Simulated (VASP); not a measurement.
Write the native input for VASP 6.6.1 that does the following.

- Task: single point
- Functional: PBEsol
- Potentials or basis: VASP PAW PBE potentials, release 64 (Gd)
- Cutoff: 520 eV
- k mesh: 18 × 18 × 18
- Occupations: fermi-dirac, width 0.08 eV
- Spin: collinear spin, ferromagnetic start
- Starting moments: [7.0] μB
- Dipole correction: no
- Further INCAR settings: ALGO = Normal; EDIFF = 1e-06; NBANDS = 19

The structure of Gd lies in POSCAR:

```
Gd
1.0
    0.0000000000      1.8479282019      1.8479282019
    1.8479282019      0.0000000000      1.8479282019
    1.8479282019      1.8479282019      0.0000000000
Gd
1
Direct
    0.0000000000      0.0000000000      0.0000000000
```

This isn't the form of Gd at room conditions, which is hcp.

One way to write it, as run:

INCAR

```
PREC = Accurate
ENCUT = 520
EDIFF = 1E-6
ISMEAR = -1
SIGMA = 0.08
LREAL = F
LASPH = T
NELM = 150
ALGO = Normal
ISIF = 2
LWAVE = F
LCHARG = F
ISPIN = 2
MAGMOM = 7
LORBIT = 11
LMAXMIX = 6
GGA = PS
NBANDS = 19
```

KPOINTS

```
Automatic mesh
0
Gamma
  18 18 18
```

Potentials or basis: VASP PAW PBE potentials, release 64 (Gd).

Run with:

```bash
$ cat potpaw_PBE.64/Gd/POTCAR > POTCAR
$ mpirun -np 1 vasp_std > vasp.out
```

Results of the run:

```json
{"Pressure": "143.5 GPa", "Net moment": "6.46 μB per cell", "Site moments": "Gd +6.31 μB", "Valence electrons inside the program's atomic spheres": "Gd 16.43"}
```

Caveat: the cell stands under pressure; the PAW data sets were made with another functional, which shifts forces and pressure a little.

Wall time 2.3 min on 1 thread of Intel(R) Xeon(R) Platinum 8124M CPU @ 3.00GHz (Skylake/Cascade Lake), on a shared host, peak memory 0.21 GiB.
